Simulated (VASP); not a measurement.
Wanted: the native input for a VASP 6.6.1 run.

| Item | Value |
| --- | --- |
| Task | relaxation of cell and atoms |
| Functional | PBE |
| Potentials or basis | VASP PAW PBE potentials, release 64 (Be, S) |
| Cutoff | 600 eV |
| k mesh | 8 × 8 × 8 |
| Occupations | gaussian, width 0.02 eV |
| Spin | no spin polarisation |
| Dipole correction | no |
| Further INCAR settings | ALGO = Normal; EDIFF = 1e-07; IBRION = 2; EDIFFG = -0.01; NSW = 100; ISIF = 3 |

The structure of BeS lies in POSCAR:

```
BeS
1.0
    0.0000000000      2.4381650070      2.4381650070
    2.4381650070      0.0000000000      2.4381650070
    2.4381650070      2.4381650070      0.0000000000
Be S
1 1
Direct
    0.7500000000      0.7500000000      0.7500000000
    0.0000000000      0.0000000000      0.0000000000
```

One way to write it, as run:

INCAR

```
SYSTEM = BeS
ALGO     = Normal         ! electronic algorithm
EDIFF    = 1E-7           ! SCF threshold, eV
EDIFFG   = -0.01          ! ionic threshold
ENCUT    = 600            ! plane-wave cutoff, eV
GGA      = PE             ! functional
IBRION   = 2              ! ionic algorithm
ISIF     = 3              ! what is computed and relaxed
ISMEAR   = 0              ! smearing method
LASPH    = .TRUE.         ! aspherical terms in the spheres
LCHARG   = .FALSE.        ! write CHGCAR
LREAL    = .FALSE.        ! projectors in reciprocal space
LWAVE    = .FALSE.        ! write WAVECAR
NELM     = 80             ! most SCF steps
NSW      = 100            ! ionic steps
PREC     = Accurate       ! precision mode
SIGMA    = 0.02           ! smearing width, eV
```

KPOINTS

```
k-points
0
G
  8 8 8
  0 0 0
```

Potentials or basis: VASP PAW PBE potentials, release 64 (Be, S).

Run with:

```console
$ cat potpaw_PBE.64/Be/POTCAR potpaw_PBE.64/S/POTCAR > POTCAR
$ mpirun -np 1 vasp_std > vasp.out
```

It gave:

```yaml
Pressure_after_relaxing: 0.0 GPa
Band_gap_on_the_k_mesh: 3.15 eV, indirect (least direct gap 5.68 eV)
```

Caveat: the relaxation stopped at its first step, so nothing moved.

It took 9.1 s on 1 thread of Intel(R) Xeon(R) Platinum 8259CL CPU @ 2.50GHz (Skylake/Cascade Lake) (shared host), peak memory 0.15 GiB.
